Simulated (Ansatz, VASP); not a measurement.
**Cu: VASP beside Ansatz**

Contents of INCAR:

```
PREC = Accurate ; ENCUT = 600
EDIFF = 1E-7 ; ISMEAR = 0
SIGMA = 0.1 ; LREAL = False
LASPH = True ; NELM = 60
ALGO = Fast ; ISIF = 3
LWAVE = False ; LCHARG = False
GGA = PE ; IBRION = 2
NSW = 100 ; EDIFFG = -0.01
```

Contents of KPOINTS:

```
regular mesh
0
Gamma
  30 30 30
```

Contents of POSCAR:

```
Cu
1.0
   -1.2694816008      1.2694816008      1.8589269166
    1.2694816008     -1.2694816008      1.8589269166
    1.2694816008      1.2694816008     -1.8589269166
Cu
1
Direct
    0.5000000000      0.5000000000      0.0000000000
```

Input for Ansatz:

```yaml
crystal:
  lattice:
    - [-1.2694816008, 1.2694816008, 1.8589269166]
    - [1.2694816008, -1.2694816008, 1.8589269166]
    - [1.2694816008, 1.2694816008, -1.8589269166]
  atoms:
    - { symbol: Cu, position: [0.5, 0.5, 0.0] }
basis:
  ecutwfc: 420
kpoints:
  mp_grid: { grid: [30, 30, 30] }
hamiltonian:
  xc: pbe
scf:
  occupations: { method: gaussian, width: 0.1 }
output:
  forces: true
  stress: true
  eigenvalues: true
  write_density: true
  write_potential: true
  elf: true
  volumetric_format: npy
relax:
  adjacent_minimum: "off"
  f_tol: 0.01
  max_steps: 80
  cell: { stress_tol: 0.05 }
```

Alike in both runs: task relaxation of cell and atoms; functional PBE; k mesh 30 × 30 × 30; occupations gaussian, width 0.1 eV; no spin polarisation.

|  | VASP | Ansatz |
| --- | --- | --- |
| version | VASP 6.6.1 | Ansatz 0.2.0 |
| potentials or method | VASP PAW PBE potentials, release 64 (Cu), cutoff 600 eV | scalar-relativistic, plane waves, PAW |
| valence electrons in the cell | 11 | 19 |

```csv
,VASP,Ansatz,Ansatz less VASP
"gap on the k mesh at the Fermi level, each at its own relaxed structure (eV)",none,none,-
relaxed volume (Å³/atom),12.00,11.95,-0.049
relaxed cell length with the largest relative difference (Å),2.571,2.566,-0.0046
```

A gap of «none» marks a metal or a gap that the smearing closes. VASP's potentials hold 11 valence electrons a cell and Ansatz's 19, so a difference there can come from the potentials and not from the codes.
